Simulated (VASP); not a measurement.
## Bi2Te3: electric field gradients with PBE

Bi2Te3:

```xyz
5
Lattice="2.1930 1.2661 10.4706 -2.1930 1.2661 10.4706 0.0000 -2.5323 10.4706" Properties=species:S:1:pos:R:3 pbc="T T T"
Bi    0.0000    0.0000   12.5648
Bi    0.0000    0.0000   18.8472
Te    0.0000    0.0000    0.0000
Te    0.0000    0.0000    6.5808
Te    0.0000    0.0000   24.8311
```

This cell differs from its parent crystal: zz strain of +3 %.

- Program: VASP 6.6.1
- Task: electric field gradients
- Functional: PBE
- Potentials or basis: VASP PAW PBE potentials, release 64 (Bi_d, Te)
- Cutoff: 520 eV
- k mesh: 7 × 7 × 7
- Occupations: fermi-dirac, width 0.08 eV
- Spin: no spin polarisation
- Dipole correction: no
- Further INCAR settings: ALGO = Normal; EDIFF = 1e-08; NBANDS = 32

```
Pressure                                : 0.3 GPa
Largest force                           : 0.286 eV/Å
Band gap on the k mesh                  : 0.39 eV
Largest electric field gradient by atom : Bi +41.7; Te +120.6, +29.9 (each value once) V/Å²
```

Forces in eV/Å, atoms in the order of the input:
```
Bi   0.000  0.000  0.106
Bi   0.000  0.000 -0.106
Te   0.000  0.000  0.000
Te   0.000  0.000  0.286
Te   0.000  0.000 -0.286
```

Stress tensor (GPa, compression positive):
```
 0.70  0.00  0.00
 0.00  0.70  0.00
 0.00  0.00 -0.56
```

Levels at points of the mesh, in eV from the valence-band top:
```
           k point  band 21  band 22  band 23  band 24  band 25  band 26  band 27  band 28
(0.00, 0.00, 0.00)    -1.56    -0.75    -0.75     0.00     0.39     0.75     0.75     2.02
```

Electric field gradients, principal values (V/Å²):
| atom | least | middle | greatest (by size) |
| --- | --- | --- | --- |
| 1 Bi | -20.857 | -20.857 | 41.714 |
| 2 Bi | -20.857 | -20.857 | 41.714 |
| 3 Te | -60.278 | -60.278 | 120.555 |
| 4 Te | -14.943 | -14.943 | 29.885 |
| 5 Te | -14.943 | -14.943 | 29.885 |

It took 19 min on 1 thread of Intel(R) Xeon(R) Platinum 8259CL CPU @ 2.50GHz (Skylake/Cascade Lake), with other jobs on the host, peak memory 1 GiB.

Caveat: the cell differs from its parent crystal (zz strain of +3 %); without QUAD_EFG the Cq values of the log hold for a quadrupole moment of 1 mb, not for the nuclei; spin-orbit coupling is left out, which moves the levels of the heavy elements. A k mesh can miss the band edges.
